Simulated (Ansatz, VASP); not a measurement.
LuHfF in VASP and in Ansatz

```
Lu Hf F
1.0
     3.63979    0.00000    0.00000
    -1.81989    3.15215    0.00000
     0.00000    0.00000    6.38049
Lu Hf F
1 1 1
Direct
  0.33333 0.66667 0.00000
  0.33333 0.66667 0.50000
  0.00000 0.00000 0.50000
```

Alike in both runs: functional PBE; k mesh 12 × 12 × 8; occupations gaussian, width 0.1 eV; no spin polarisation.

Ansatz relaxed the structure, and its values are those at the end. VASP's run is a single point on that final structure, the one shown.

|  | VASP | Ansatz |
| --- | --- | --- |
| version | VASP 6.6.1 | Ansatz 0.2.0 |
| potentials or method | VASP PAW PBE potentials, release 64 (Lu, Hf_pv, F), cutoff 520 eV | scalar-relativistic, plane waves, PAW |
| valence electrons in the cell | 42 | 58 |

|  | VASP | Ansatz | Ansatz less VASP |
| --- | --- | --- | --- |
| gap on the k mesh at the Fermi level (eV) | none | none | - |
| pressure (GPa) | -0.8 | 0.0 | +0.79 |

A gap of «none» marks a metal or a gap that the smearing closes. The functional is the same, so the differences come from potentials, cutoffs and numerics. VASP's potentials hold 42 valence electrons a cell and Ansatz's 58, so a difference there can come from the potentials and not from the codes.

Neither program's run includes spin-orbit coupling.
